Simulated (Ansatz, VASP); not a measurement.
Zn5CdO6: VASP beside Ansatz

```
Zn Cd O
1.0
     3.31287    0.00000    0.00000
     0.00000    3.31287    0.00000
     0.00000    0.00000   14.19376
Zn Cd O
5 1 6
Direct
  0.00000 0.00000 0.65914
  0.50000 0.50000 0.81819
  0.50000 0.50000 0.18182
  0.00000 0.00000 0.34086
  0.50000 0.50000 0.50000
  0.00000 0.00000 0.00000
  0.50000 0.00000 0.73856
  0.00000 0.50000 0.89726
  0.50000 0.00000 0.10274
  0.00000 0.50000 0.26144
  0.50000 0.00000 0.42046
  0.00000 0.50000 0.57954
```

Alike in both runs: task single point; functional PBE; k mesh 10 × 10 × 4; occupations gaussian, width 0.02 eV; no spin polarisation.

```csv
,VASP,Ansatz
version,VASP 6.6.1,Ansatz 0.2.0
potentials or method,"VASP PAW PBE potentials, release 64 (Zn, Cd, O), cutoff 520 eV","scalar-relativistic, plane waves, PAW"
valence electrons in the cell,108,116
```

|  | VASP | Ansatz | Ansatz less VASP |
| --- | --- | --- | --- |
| gap on the k mesh at the Fermi level (eV) | 0.35 | 0.36 | +0.010 |
| least direct gap on the mesh (eV) | 0.35 | 0.36 | +0.010 |

With one functional, cell and mesh, what is left measures potentials, basis and numerics. VASP's potentials hold 108 valence electrons a cell and Ansatz's 116, so a difference there can come from the potentials and not from the codes.
